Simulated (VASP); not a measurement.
Set up this calculation in VASP 6.6.1, as the native input.

```yaml
Task: single point
Functional: PBEsol
Dispersion: D3(BJ)
Potentials_or_basis: VASP PAW PBE potentials, release 64 (Pb_d)
Cutoff: 520 eV
k_mesh: 9 × 9 × 9
Occupations: fermi-dirac, width 0.05 eV
Spin: no spin polarisation
Dipole_correction: no
Further_INCAR_settings: ALGO = Fast; EDIFF = 1e-06; NBANDS = 13
```

The structure of Pb lies in POSCAR:

```
Pb
1.0
    0.0000000000      2.4282541172      2.4282541172
    2.4282541172      0.0000000000      2.4282541172
    2.4282541172      2.4282541172      0.0000000000
Pb
1
Direct
    0.0000000000      0.0000000000      0.0000000000
```

The input as run:

INCAR

```
  PREC = Accurate
  ENCUT = 520
  EDIFF = 1E-6
  ISMEAR = -1
  SIGMA = 0.05
  LREAL = F
  LASPH = T
  NELM = 100
  ALGO = Fast
  ISIF = 2
  LWAVE = F
  LCHARG = F
  GGA = PS
  IVDW = 12
  NBANDS = 13
```

KPOINTS

```
Automatic mesh
0
Gamma
  9 9 9
```

Potentials or basis: VASP PAW PBE potentials, release 64 (Pb_d).

Command:

```bash
$ cat potpaw_PBE.64/Pb_d/POTCAR > POTCAR
$ mpirun -np 1 vasp_std > vasp.out
```

Results of the run:

The pressure is -0.3 GPa and the band gap on the k mesh is zero (band 7 reaches 15.63 eV, above the bottom of band 8 at 6.08 eV). The dispersion energy per atom is -0.468 eV.

Caveat: three body term missing; the PAW data sets were made with another functional, which shifts forces and pressure a little; spin-orbit coupling is left out, which moves the levels of the heavy elements; pairwise dispersion overbinds metals, which lowers pressure and volume.

Wall time 8.4 s on 1 thread of Intel Xeon 6975P-C, with other jobs on the host, peak memory 0.17 GiB.
